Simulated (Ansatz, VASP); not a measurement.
# PbS: VASP beside Ansatz

Contents of POSCAR:

```
PbS
1.0
    2.0799526950     -5.9912968650      0.0000000000
    2.0799526950      5.9912968650      0.0000000000
    0.0000000000      0.0000000000      4.2793209400
Pb S
2 2
Direct
    0.1305633500      0.8694366500      0.2500000000
    0.8694366500      0.1305633500      0.7500000000
    0.3547970900      0.6452029100      0.2500000000
    0.6452029100      0.3547970900      0.7500000000
```

The input INCAR.step1:

```
SYSTEM = PbS
PREC = Accurate
ENCUT = 520
ISMEAR = -1
SIGMA = 0.05
LREAL = .False.
LASPH = .True.
NELM = 150
MAGMOM = 0 0 0 0 0 0 0 0 0 0 0 0
LSORBIT = .True.
GGA_COMPAT = .False.
NBANDS = 54
GGA = PE
ALGO = Normal
EDIFF = 1E-4
LWAVE = .True.
LCHARG = .False.
```

File INCAR.step2:

```
SYSTEM = PbS
PREC = Accurate
ENCUT = 520
EDIFF = 1E-6
ISMEAR = -1
SIGMA = 0.05
LREAL = .False.
LASPH = .True.
NELM = 150
ALGO = Normal
ISIF = 2
LWAVE = .False.
LCHARG = .False.
MAGMOM = 0 0 0 0 0 0 0 0 0 0 0 0
LORBIT = 11
LSORBIT = .True.
GGA_COMPAT = .False.
LORBMOM = .True.
METAGGA = R2SCAN
LMIXTAU = .True.
NBANDS = 54
ISTART = 1
```

KPOINTS

```
Automatic mesh
0
Gamma
  5 5 5
  0 0 0
```

File input.yaml:

```yaml
crystal:
  lattice:
    - [2.079952695, -5.991296865, 0.0]
    - [2.079952695, 5.991296865, 0.0]
    - [0.0, 0.0, 4.27932094]
  atoms:
    - { symbol: Pb, position: [0.13056335, 0.86943665, 0.25] }
    - { symbol: Pb, position: [0.86943665, 0.13056335, 0.75] }
    - { symbol: S, position: [0.35479709, 0.64520291, 0.25] }
    - { symbol: S, position: [0.64520291, 0.35479709, 0.75] }
hamiltonian:
  xc: r2scan
  pseudopotentials: { kind: paw_fr }
magnetization:
  noncollinear: true
  spin_orbit: true
kpoints:
  mp_grid: { grid: [5, 5, 5] }
  band_path:
    path:
      - [[0.0, 0.0, 0.0], [0.2801304242, 0.2801304242, 0.0], [0.0, 0.5, 0.0], [0.0, 0.5, 0.5], [0.2801304242, 0.2801304242, 0.5], [0.0, 0.0, 0.5], [0.0, 0.0, 0.0], [-0.5, 0.5, 0.0], [-0.2801304242, 0.7198695758, 0.0], [-0.2801304242, 0.7198695758, 0.5], [-0.5, 0.5, 0.5], [-0.5, 0.5, 0.0]]
      - [[0.0, 0.0, 0.5], [-0.5, 0.5, 0.5]]
    npoints: 14
scf:
  occupations: { method: fermi_dirac, width: 0.05 }
  n_extra_bands: 10
output:
  forces: true
  stress: true
  eigenvalues: true
  fatbands: true
```

Alike in both runs: functional r2SCAN; k mesh 5 × 5 × 5; occupations fermi-dirac, width 0.05 eV; non-collinear spin, spin-orbit coupling.

|  | VASP | Ansatz |
| --- | --- | --- |
| version | VASP 6.6.1 | Ansatz 0.2.0 |
| potentials or method | VASP PAW PBE potentials, release 64 (Pb_d, S) | Ansatz PAW |
| plane-wave cutoff (eV) | 520 | 500 |
| valence electrons in the cell | 40 | 40 |
| task | single point | band structure |

|  | VASP | Ansatz | Ansatz less VASP |
| --- | --- | --- | --- |
| pressure (GPa) | -0.2 | -0.3 | -0.09 |
| traceless stress, the component that is largest in VASP (GPa) | -0.35 | -0.47 | -0.113 |
| rms of the force components (eV/Å) | 0.039 | 0.058 | +0.0192 |

VASP's potentials were made for PBE, not for r2SCAN. Atom by atom the forces differ by 0.019 eV/Å (rms over components).

Noted on Ansatz's run: the k mesh misses the band edges, so the gap on the mesh is wider than the one along the path.
